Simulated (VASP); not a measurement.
The system is SiC.

```
CELL_PARAMETERS angstrom
0.00000 2.17400 2.17400
2.17400 0.00000 2.17400
2.17400 2.17400 0.00000
ATOMIC_POSITIONS crystal
Si 0.00000 0.00000 0.00000
C 0.75000 0.75000 0.75000
```

Base run:

| Quantity | Value |
| --- | --- |
| Program | VASP 6.6.1 |
| Functional | PBEsol |
| Potentials or basis | VASP PAW PBE potentials, release 64 (Si, C) |
| Cutoff | 520 eV |
| k mesh | 16 × 16 × 16 |
| Occupations | fermi-dirac, width 0.05 eV |
| Spin | no spin polarisation |

Its results: band gap on the k mesh 1.23 eV (least direct gap 4.45 eV); pressure 1.7 GPa.

Q: The run is repeated on the same cell with these changes: functional from PBEsol to PBE; further incar settings from ALGO = Normal; EDIFF = 1e-06; NBANDS = 11 to ALGO = Normal; EDIFF = 1e-07; NBANDS = 11. What comes out?

A: Band gap on the k mesh 1.35 eV (least direct gap 4.55 eV); pressure 4.8 GPa.

Caveats: the PAW data sets were made with another functional, which shifts forces and pressure a little (at least some runs); the cell stands under pressure (at least some runs).

A k mesh can miss the band edges.
